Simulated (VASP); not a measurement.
# Te6Mo3H (a cell with a defect) in VASP: a series of runs, part 2 of 2

VASP 6.6.1.

**3. Single point, PBEsol+D3(BJ)**

Input file INCAR:

```
PREC     = Accurate       # precision mode
ENCUT    = 400            # plane-wave cutoff, eV
EDIFF    = 1E-6           # SCF threshold, eV
ISMEAR   = 0              # smearing method
SIGMA    = 0.05           # smearing width, eV
LREAL    = F              # projectors in reciprocal space
LASPH    = T              # aspherical terms in the spheres
NELM     = 120            # most SCF steps
ALGO     = Normal         # electronic algorithm
ISIF     = 2              # what is computed and relaxed
LWAVE    = F              # write WAVECAR
LCHARG   = F              # write CHGCAR
GGA      = PS             # functional
IVDW     = 12             # dispersion correction
NBANDS   = 50             # bands
GGA_COMPAT= F
```

Input file KPOINTS:

```
Automatic mesh
0
Gamma
  9 9 2
```

Input file POSCAR:

```
Te6Mo3H
1.0
    3.4334342720      0.0000000000      0.0000000000
   -1.7167171360      2.9734413017      0.0000000000
    0.0000000000      0.0000000000     20.7704294686
Te Mo H
6 3 1
Direct
    0.0000000000      0.0000000000      0.9125759363
    0.3333333333      0.6666666667      0.5917818730
    0.3333333333      0.6666666667      0.2333053354
    0.3333333333      0.6666666667      0.7666946646
    0.3333333333      0.6666666667      0.4082181270
    0.0000000000      0.0000000000      0.0874240637
    0.0000000000      0.0000000000      0.6791511892
    0.0000000000      0.0000000000      0.3208488108
    0.3333333333      0.6666666667      0.0000000000
    0.3643568367      0.6405117517      0.0856769680
```

Potentials or basis: VASP PAW PBE potentials, release 64 (Te, Mo_sv, H).

Command:

```
> cat potpaw_PBE.64/Te/POTCAR potpaw_PBE.64/Mo_sv/POTCAR potpaw_PBE.64/H/POTCAR > POTCAR
> mpirun -np 1 vasp_std > vasp.out
```

OUTCAR:

```text
PREC = Accurate
   ENCUT = 400
   EDIFF = 1E-6
   ISMEAR = 0
   LREAL = F
   LASPH = T
   NELM = 120
   ISIF = 2
   GGA = PS
   IVDW = 12
 IVDW          = 12

 ion  position               nearest neighbor table
   1  0.000  0.000  0.913-   9 2.69   9 2.69   9 2.69   4 3.62   4 3.62   4 3.62   6 3.63
   2  0.333  0.667  0.592-   7 2.69   7 2.69   7 2.69   4 3.63
   3  0.333  0.667  0.233-   8 2.69   8 2.69   8 2.69   6 3.62   6 3.62   6 3.62   5 3.63
   4  0.333  0.667  0.767-   7 2.69   7 2.69   7 2.69   1 3.62   1 3.62   1 3.62   2 3.63
   5  0.333  0.667  0.408-   8 2.69   8 2.69   8 2.69   3 3.63
   6  0.000  0.000  0.087-  10 1.90  10 1.91  10 2.15   9 2.69   9 2.69   9 2.69   3 3.62   3 3.62
                             3 3.62   1 3.63
   7  0.000  0.000  0.679-   2 2.69   2 2.69   2 2.69   4 2.69   4 2.69   4 2.69
   8  0.000  0.000  0.321-   5 2.69   5 2.69   5 2.69   3 2.69   3 2.69   3 2.69
   9  0.333  0.667  0.000-  10 1.79   6 2.69   1 2.69   1 2.69   6 2.69   6 2.69   1 2.69
  10  0.364  0.641  0.086-   9 1.79   6 1.90   6 1.91   6 2.15

  LATTYP: Found a hexagonal cell.
 ALAT       =     3.4334342720
 C/A-ratio  =     6.0494617992

  Lattice vectors:

 A1 = (   3.4334342720,   0.0000000000,   0.0000000000)
 A2 = (  -1.7167171360,   2.9734413017,   0.0000000000)
 A3 = (   0.0000000000,   0.0000000000,  20.7704294686)

Analysis of symmetry for initial positions (statically):
=====================================================================
 Subroutine PRICEL returns:
 Original cell was already a primitive cell.

 Routine SETGRP: Setting up the symmetry group for a
 hexagonal supercell.

 Subroutine GETGRP returns: Found  1 space group operations
 (whereof  1 operations were pure point group operations)
 out of a pool of 24 trial point group operations.

The static configuration has the point symmetry C_1 .

Analysis of symmetry for dynamics (positions and initial velocities):
=====================================================================
 Subroutine PRICEL returns:
 Original cell was already a primitive cell.

 Routine SETGRP: Setting up the symmetry group for a
 hexagonal supercell.

 Subroutine GETGRP returns: Found  1 space group operations
 (whereof  1 operations were pure point group operations)
 out of a pool of 24 trial point group operations.

The dynamic configuration has the point symmetry C_1 .

 Subroutine INISYM returns: Found  1 space group operations
 (whereof  1 operations are pure point group operations),
 and found     1 'primitive' translations

----------------------------------------------------------------------------------------

                                     Primitive cell

  volume of cell :     212.0477

  direct lattice vectors                    reciprocal lattice vectors
     3.433434272  0.000000000  0.000000000     0.291253573  0.168155329  0.000000000
    -1.716717136  2.973441302  0.000000000     0.000000000  0.336310658  0.000000000
     0.000000000  0.000000000 20.770429469     0.000000000  0.000000000  0.048145369

  length of vectors
     3.433434272  3.433434272 20.770429469     0.336310658  0.336310658  0.048145369

  position of ions in fractional coordinates (direct lattice)
[... 76 lines left out ...]
 [... further k-points ...]
   k-points           NKPTS =     82   k-points in BZ     NKDIM =     82   number of bands    NBANDS=     50
   number of dos      NEDOS =    301   number of ions     NIONS =     10
   total plane-waves  NPLWV =  80640
   dimension x,y,z NGX =    24 NGY =   24 NGZ =  140
   dimension x,y,z NGXF=    48 NGYF=   48 NGZF=  280
   ions per type =               6   3   1
   NGX,Y,Z   is equivalent  to a cutoff of  11.62, 11.62, 11.21 a.u.
   NGXF,Y,Z  is equivalent  to a cutoff of  23.24, 23.24, 22.41 a.u.
 SYSTEM =  unknown system
   PREC   = accura    normal or accurate (medium, high low for compatibility)
   ISTART =      0    job   : 0-new  1-cont  2-samecut
   ICHARG =      2    charge: 1-file 2-atom 10-const
   ISPIN  =      1    spin polarized calculation?
   LNONCOLLINEAR =      F non collinear calculations
   LSORBIT =      F    spin-orbit coupling
   LASPH  =      T    aspherical Exc in radial PAW
   ENCUT  =  400.0 eV  29.40 Ry    5.42 a.u.   5.60  5.60 33.87*2*pi/ulx,y,z
   NELM   =    120;   NELMIN=  2; NELMDL= -5     # of ELM steps
   EDIFF  = 0.1E-05   stopping-criterion for ELM
   LREAL  =      F    real-space projection
   EDIFFG = 0.1E-04   stopping-criterion for IOM
   NSW    =      0    number of steps for IOM
   IBRION =     -1    ionic relax: 0-MD 1-quasi-New 2-CG
   NFREE  =      0    steps in history (QN), initial steepest desc. (CG)
   ISIF   =      2    stress and relaxation
   ISYM   =      2    0-nonsym 1-usesym 2-fastsym
   POTIM  = 0.5000    time-step for ionic-motion
   TEBEG  =    0.0;   TEEND  =   0.0 temperature during run
   PSTRESS=    0.0 pullay stress
   NELECT =      79.0000    total number of electrons
   NUPDOWN=      -1.0000    fix difference up-down
   EMIN   =  10.00;   EMAX   =-10.00  energy-range for DOS
   EFERMI =   0.00;   METHOD = LEGACY
   ISMEAR =     0;   SIGMA  =   0.05  broadening in eV -4-tet -1-fermi 0-gaus
   EFERMI_NEDOS =   21; number of points for ismear=-14 and -15
   IALGO  =     38    algorithm
   IMIX   =      4    mixing-type and parameters
     AMIX     =   0.40;   BMIX     =  1.00
     AMIX_MAG =   1.60;   BMIX_MAG =  1.00
  volume/ion in A,a.u.               =      21.20       143.10
  Fermi-wavevector in a.u.,A,eV,Ry     =   1.177984  2.226067 18.880069  1.387646
  Thomas-Fermi vector in A             =   2.314321
   LORBIT       =      0    0 simple, 1 ext, 2 COOP (PROOUT), +10 PAW based schemes
   GGA     = PS    functional components
   LHFCALC =     F    Hartree Fock is set to
   AEXX    =    0.0000 exact exchange contribution
   IVDW    =    12    specifies the selected vdW correction
   LEPSILON=     F    determine dielectric tensor
   LRPA    =     F    only Hartree local field effects (RPA)
 non-spin polarized calculation
 Gauss-broadening in eV      SIGMA  =   0.05
  energy-cutoff  :      400.00
  volume of cell :      212.05
 maximum number of plane-waves:      3908
   NGX = 11   NGY = 11   NGZ = 67

 number of electron      78.9999990 magnetization

 Free energy of the ion-electron system (eV)
  ---------------------------------------------------
  ext. energy  EPLUGINS =         0.00000000
  ---------------------------------------------------
  free energy    TOTEN  =       -60.00953856 eV

  energy without entropy =      -60.00319640  energy(sigma->0) =      -60.00636748

 E-fermi :   9.6785     XC(G=0): -10.9078

 val. band max:        9.6730802262   @ k =   0.3333   0.3333   0.5000
 cond. band min:       9.6823247988   @ k =  -0.3333   0.3333   0.0000
 fundamental gap:      0.0092445726
 Fermi energy:         9.6784858743

 k-point     1 :       0.0000    0.0000    0.0000
  band No.  band energies     occupation
      1     -51.9242      2.00000
      2     -51.5654      2.00000
      3     -51.5174      2.00000
      4     -26.3484      2.00000
      5     -25.9655      2.00000
      6     -25.9645      2.00000
[... 1261 lines left out ...]
     49      11.9717      0.00000
     50      12.3344      0.00000

 [... further k-points ...]

------------------------ aborting loop because EDIFF is reached ----------------------------------------

 Edisp (eV)   -5.04473

 E8    (eV) :    -3.4324

  FORCE on cell =-STRESS in cart. coord.  units (eV):
  Direction    XX          YY          ZZ          XY          YZ          ZX
  --------------------------------------------------------------------------------------
  -------------------------------------------------------------------------------------
  Total       5.02085     5.89532     1.48841     0.86075    -0.14532     0.30095
  in kB      37.93623    44.54348    11.24608     6.50361    -1.09802     2.27387
  external pressure =       31.24 kB  Pullay stress =        0.00 kB

 VOLUME and BASIS-vectors are now :
 -----------------------------------------------------------------------------
  energy-cutoff  :      400.00
  volume of cell :      212.05
      direct lattice vectors                 reciprocal lattice vectors
     3.433434272  0.000000000  0.000000000     0.291253573  0.168155329  0.000000000
    -1.716717136  2.973441302  0.000000000     0.000000000  0.336310658  0.000000000
     0.000000000  0.000000000 20.770429469     0.000000000  0.000000000  0.048145369

 POSITION                                       TOTAL-FORCE (eV/Angst)
 -----------------------------------------------------------------------------------
      0.00000      0.00000     18.95459        -0.005551      0.004073     -0.618194
     -0.00000      1.98229     12.29156        -0.000394      0.000208     -0.045520
     -0.00000      1.98229      4.84585         0.003569     -0.001956     -0.033460
     -0.00000      1.98229     15.92458         0.002040     -0.001012      0.056224
     -0.00000      1.98229      8.47887        -0.000472      0.000227      0.059824
      0.00000      0.00000      1.81584         0.512796     -0.233042      1.123832
      0.00000      0.00000     14.10626         0.001192     -0.000688     -0.000708
      0.00000      0.00000      6.66417         0.002400     -0.001286     -0.073486
     -0.00000      1.98229      0.00000        -0.146751      0.068065      0.210600
      0.15142      1.90452      1.77955        -0.368828      0.165411     -0.679112
 -----------------------------------------------------------------------------------
    total drift:                               -0.000056      0.000044     -0.000155

  FREE ENERGIE OF THE ION-ELECTRON SYSTEM (eV)
  ---------------------------------------------------
  free  energy   TOTEN  =       -65.0542649981 eV

  energy  without entropy=      -65.0479228450  energy(sigma->0) =      -65.05109392
```

It took 21 min on 1 thread of Intel Xeon 8259CL, shared host; peak memory 0.6 GiB.

Results:

```
Free energy                : -65.0543 eV
Pressure                   : 3.1 GPa
Largest force              : 1.257 eV/Å
Band gap on the k mesh     : zero (an odd number of electrons rules out a gap without spin polarisation)
Dispersion energy per atom : -0.504 eV
```

Forces on the atoms (eV/Å):
```
Te  -0.006  0.004 -0.618
Te   0.000  0.000 -0.046
Te   0.004 -0.002 -0.033
Te   0.002 -0.001  0.056
Te   0.000  0.000  0.060
Te   0.513 -0.233  1.124
Mo   0.001 -0.001 -0.001
Mo   0.002 -0.001 -0.073
Mo  -0.147  0.068  0.211
H   -0.369  0.165 -0.679
```

Levels at points of the mesh, in eV from the Fermi level:
```csv
k point,band 37,band 38,band 39,band 40,band 41,band 42,band 43,band 44
"(0.00, 0.00, 0.00)",-1.31,-1.20,-0.72,1.27,1.43,1.77,2.25,2.32
"(0.00, 0.00, 0.50)",-1.50,-1.01,-0.74,1.27,1.43,1.77,2.25,2.32
```

Caveat: the PAW data sets were made with another functional, which shifts forces and pressure a little; spin-orbit coupling is left out, which moves the levels of the heavy elements.
